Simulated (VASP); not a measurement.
# Mg (P6_3/mmc) in VASP: notebook

Mg is run at these levels: LDA; tasks: single point.

Program: VASP 6.6.1. These are calculated values, not measurements. Logs are shortened: lines on timing, memory, paths and dates and some standing lists are left out, and cuts for length are marked.

## (1) The cell of the first run

It takes space group P6_3/mmc (No. 194, hexagonal). Conventional cell: a = 3.133 Å, b = 3.133 Å, c = 5.085 Å, α = 90.00°, β = 90.00°, γ = 120.00°. Mg (site symmetry -6m2) has 12 Mg at 3.12 to 3.13 Å within 4.1 Å.

## (2) Single point, LDA

INCAR reads:

```
SYSTEM = Mg
  PREC = Accurate
  ENCUT = 520
  EDIFF = 1E-6
  ISMEAR = 1
  SIGMA = 0.2
  LREAL = .False.
  LASPH = .True.
  NELM = 100
  ALGO = Normal
  ISIF = 2
  LWAVE = .False.
  LCHARG = .False.
  GGA = CA
  NBANDS = 9
```

KPOINTS reads:

```
Automatic mesh
0
Gamma
  12 12 6
  0 0 0
```

POSCAR reads:

```
Mg
1.0
    3.1325008903      0.0000000000      0.0000000000
   -1.5662504451      2.7128253484      0.0000000000
    0.0000000000      0.0000000000      5.0848940941
Mg
2
Direct
    0.3333333333      0.6666666667      0.2500000000
    0.6666666667      0.3333333333      0.7500000000
```

Potentials or basis: VASP PAW LDA potentials, release 64 (Mg).

Command:

```console
cat potpaw_LDA.64/Mg/POTCAR > POTCAR
mpirun -np 1 vasp_std > vasp.out
```

OUTCAR:

```text
SYSTEM = Mg
   PREC = Accurate
   ENCUT = 520
   EDIFF = 1E-6
   ISMEAR = 1
   LREAL = .False.
   LASPH = .True.
   NELM = 100
   ISIF = 2
   GGA = CA

 ion  position               nearest neighbor table
   1  0.333  0.667  0.250-   2 3.12   2 3.12   2 3.12   2 3.12   2 3.12   2 3.12
   2  0.667  0.333  0.750-   1 3.12   1 3.12   1 3.12   1 3.12   1 3.12   1 3.12

  LATTYP: Found a hexagonal cell.
 ALAT       =     3.1325008903
 C/A-ratio  =     1.6232698001

  Lattice vectors:

 A1 = (   3.1325008903,   0.0000000000,   0.0000000000)
 A2 = (  -1.5662504451,   2.7128253484,   0.0000000000)
 A3 = (   0.0000000000,   0.0000000000,   5.0848940941)

Analysis of symmetry for initial positions (statically):
=====================================================================
 Subroutine PRICEL returns:
 Original cell was already a primitive cell.

 Routine SETGRP: Setting up the symmetry group for a
 hexagonal supercell.

 Subroutine GETGRP returns: Found 24 space group operations
 (whereof 12 operations were pure point group operations)
 out of a pool of 24 trial point group operations.

The static configuration has the point symmetry D_3d.
 The point group associated with its full space group is D_6h.

Analysis of symmetry for dynamics (positions and initial velocities):
=====================================================================
 Subroutine PRICEL returns:
 Original cell was already a primitive cell.

 Routine SETGRP: Setting up the symmetry group for a
 hexagonal supercell.

 Subroutine GETGRP returns: Found 24 space group operations
 (whereof 12 operations were pure point group operations)
 out of a pool of 24 trial point group operations.

The dynamic configuration has the point symmetry D_3d.
 The point group associated with its full space group is D_6h.

 Subroutine INISYM returns: Found 24 space group operations
 (whereof 12 operations are pure point group operations),
 and found     1 'primitive' translations

----------------------------------------------------------------------------------------

                                     Primitive cell

  volume of cell :      43.2111

  direct lattice vectors                    reciprocal lattice vectors
     3.132500890  0.000000000  0.000000000     0.319233748  0.184309690  0.000000000
    -1.566250445  2.712825348  0.000000000     0.000000000  0.368619381  0.000000000
     0.000000000  0.000000000  5.084894094     0.000000000  0.000000000  0.196660930
[... 89 lines left out ...]
   NFREE  =      0    steps in history (QN), initial steepest desc. (CG)
   ISIF   =      2    stress and relaxation
   ISYM   =      2    0-nonsym 1-usesym 2-fastsym
   POTIM  = 0.5000    time-step for ionic-motion
   TEBEG  =    0.0;   TEEND  =   0.0 temperature during run
   PSTRESS=    0.0 pullay stress
   NELECT =       4.0000    total number of electrons
   NUPDOWN=      -1.0000    fix difference up-down
   EMIN   =  10.00;   EMAX   =-10.00  energy-range for DOS
   EFERMI =   0.00;   METHOD = LEGACY
   ISMEAR =     1;   SIGMA  =   0.20  broadening in eV -4-tet -1-fermi 0-gaus
   EFERMI_NEDOS =   21; number of points for ismear=-14 and -15
   IALGO  =     38    algorithm
   IMIX   =      4    mixing-type and parameters
     AMIX     =   0.40;   BMIX     =  1.00
     AMIX_MAG =   1.60;   BMIX_MAG =  1.00
  volume/ion in A,a.u.               =      21.61       145.80
  Fermi-wavevector in a.u.,A,eV,Ry     =   0.740565  1.399465  7.461932  0.548437
  Thomas-Fermi vector in A             =   1.834998
   LORBIT       =      0    0 simple, 1 ext, 2 COOP (PROOUT), +10 PAW based schemes
   GGA     = CA    functional components
   LHFCALC =     F    Hartree Fock is set to
   AEXX    =    0.0000 exact exchange contribution
   IVDW    =     0    specifies the selected vdW correction
   LEPSILON=     F    determine dielectric tensor
   LRPA    =     F    only Hartree local field effects (RPA)
 non-spin polarized calculation
 Methfessel and Paxton  Order N= 1 SIGMA  =   0.20
  energy-cutoff  :      520.00
  volume of cell :       43.21
 maximum number of plane-waves:      1182
 NGX is ok and might be reduce to    24
   NGX = 11   NGY = 11   NGZ = 19

 number of electron       4.0000000 magnetization

 Free energy of the ion-electron system (eV)
  ---------------------------------------------------
  ext. energy  EPLUGINS =         0.00000000
  ---------------------------------------------------
  free energy    TOTEN  =        -3.62401697 eV

  energy without entropy =       -3.62112068  energy(sigma->0) =       -3.62305154

 E-fermi :   2.7329     XC(G=0):  -8.8773

 val. band max:        2.7247079348   @ k =   0.3333   0.3333   0.3333
 cond. band min:       2.7394456808   @ k =   0.4167   0.1667   0.5000
 fundamental gap:      0.0147377460
 Fermi energy:         2.7329465303

 k-point     1 :       0.0000    0.0000    0.0000
  band No.  band energies     occupation
      1      -4.3925      2.00000
      2       1.0413      2.00000
      3       1.5201      2.00000
      4      14.0386      0.00000
      5      14.0386      0.00000
      6      14.2064      0.00000
      7      14.2064      0.00000
      8      14.9615      0.00000
      9      16.7331      0.00000
[... 265 lines left out ...]
 k-point    24 :       0.3333    0.0000    0.1667
  band No.  band energies     occupation
      1      -1.9873      2.00000
      2       1.6916      2.00000
      3       4.3616     -0.00000
      4       5.6205     -0.00000
      5       8.0112      0.00000
      6      10.5163      0.00000
      7      10.7793      0.00000
      8      12.6912      0.00000
      9      13.7169      0.00000

 [... further k-points ...]

------------------------ aborting loop because EDIFF is reached ----------------------------------------

  FORCE on cell =-STRESS in cart. coord.  units (eV):
  Direction    XX          YY          ZZ          XY          YZ          ZX
  --------------------------------------------------------------------------------------
  -------------------------------------------------------------------------------------
  Total       -0.0256219     -0.0256219     -0.2015616     -0.0000000     -0.0000000      0.0000000
  in kB       -0.9500078     -0.9500078     -7.4734904     -0.0000000     -0.0000000      0.0000000
  external PRESSURE =      -3.1245020 kB  Pullay stress =       0.0000000 kB

 VOLUME and BASIS-vectors are now :
 -----------------------------------------------------------------------------
  energy-cutoff  :      520.00
  volume of cell :       43.21
      direct lattice vectors                 reciprocal lattice vectors
     3.132500890  0.000000000  0.000000000     0.319233748  0.184309690  0.000000000
    -1.566250445  2.712825348  0.000000000     0.000000000  0.368619381  0.000000000
     0.000000000  0.000000000  5.084894094     0.000000000  0.000000000  0.196660930

 POSITION                                       TOTAL-FORCE (eV/Angst)
 -----------------------------------------------------------------------------------
     -0.00000      1.80855      1.27122        -0.000000      0.000000      0.000000
      1.56625      0.90428      3.81367         0.000000     -0.000000      0.000000
 -----------------------------------------------------------------------------------
    total drift:                               -0.000000      0.000000     -0.000000

  FREE ENERGIE OF THE ION-ELECTRON SYSTEM (eV)
  ---------------------------------------------------
  free  energy   TOTEN  =        -3.6240169715 eV

  energy  without entropy=       -3.6211206781  energy(sigma->0) =       -3.62305154
```

OSZICAR:

```text
N       E                     dE             d eps       ncg     rms          rms(c)
DAV:   1    -0.939507262228E+00   -0.93951E+00   -0.13784E+03  1368   0.326E+02
DAV:   2    -0.360951667101E+01   -0.26700E+01   -0.25600E+01  1895   0.270E+01
DAV:   3    -0.364485307073E+01   -0.35336E-01   -0.34741E-01  1761   0.260E+00
DAV:   4    -0.364494739583E+01   -0.94325E-04   -0.94307E-04  1788   0.133E-01
DAV:   5    -0.364494779422E+01   -0.39839E-06   -0.39786E-06  1695   0.805E-03    0.937E-01
DAV:   6    -0.363325051759E+01    0.11697E-01   -0.56592E-04  1598   0.132E-01    0.595E-01
DAV:   7    -0.362402599316E+01    0.92245E-02   -0.19551E-03  1420   0.242E-01    0.298E-02
DAV:   8    -0.362401799877E+01    0.79944E-05   -0.16161E-05  1973   0.207E-02    0.663E-03
DAV:   9    -0.362401698629E+01    0.10125E-05   -0.67174E-07  1360   0.383E-03    0.582E-04
DAV:  10    -0.362401697146E+01    0.14827E-07   -0.62123E-09   831   0.419E-04
   1 F= -.36240170E+01 E0= -.36230515E+01  d E =-.289629E-02
```

Run time: 32 s. Hardware: 1 thread of AMD EPYC 7R13, shared host; peak memory 0.13 GiB.

Results:

```
Free energy            : -3.6240 eV
Pressure               : -0.3 GPa
Band gap on the k mesh : zero (bands 2 and 3 overlap by 2.29 eV)
```

Stress tensor (GPa, compression positive):
```
-0.10  0.00  0.00
 0.00 -0.10  0.00
 0.00  0.00 -0.75
```

## (3) Single point, LDA

INCAR reads:

```
PREC = Accurate
ENCUT = 520
EDIFF = 1E-6
ISMEAR = 1
SIGMA = 0.3
LREAL = F
LASPH = T
NELM = 60
ALGO = Normal
ISIF = 2
LWAVE = F
LCHARG = T
LELF = T
LVHAR = T
NBANDS = 9
```

KPOINTS reads:

```
Automatic mesh
0
Gamma
  12 12 6
```

POSCAR is that of step 2.

Potentials or basis: VASP PAW LDA potentials, release 64 (Mg).

Command:

```console
cat potpaw_LDA.64/Mg/POTCAR > POTCAR
mpirun -np 1 vasp_std > vasp.out
```

Run time: 30 s. Hardware: 1 thread of AMD EPYC 7R13, shared host; peak memory 0.13 GiB.

It converged, with:

- Free energy: -3.6248 eV
- Pressure: -0.3 GPa
- Band gap on the k mesh: zero (bands 2 and 3 overlap by 2.29 eV)

Stress tensor (GPa, compression positive):
```
-0.09  0.00  0.00
 0.00 -0.09  0.00
 0.00  0.00 -0.78
```

Levels at points of the mesh, in eV from the Fermi level:
```
           k point  band 1  band 2  band 3  band 4  band 5  band 6
(0.00, 0.00, 0.00)   -7.15   -1.71   -1.23   11.28   11.28   11.45
(0.50, 0.00, 0.00)   -2.19   -2.16    2.78    3.12    3.45    3.86
(0.00, 0.00, 0.50)   -5.70   -5.70    5.23    5.23   12.04   12.04
(0.50, 0.00, 0.50)   -1.11   -1.11   -0.42   -0.42    8.28    8.28
```

Caveat: so wide a smearing shifts energies and pressures.

[end of part 1 of 2]
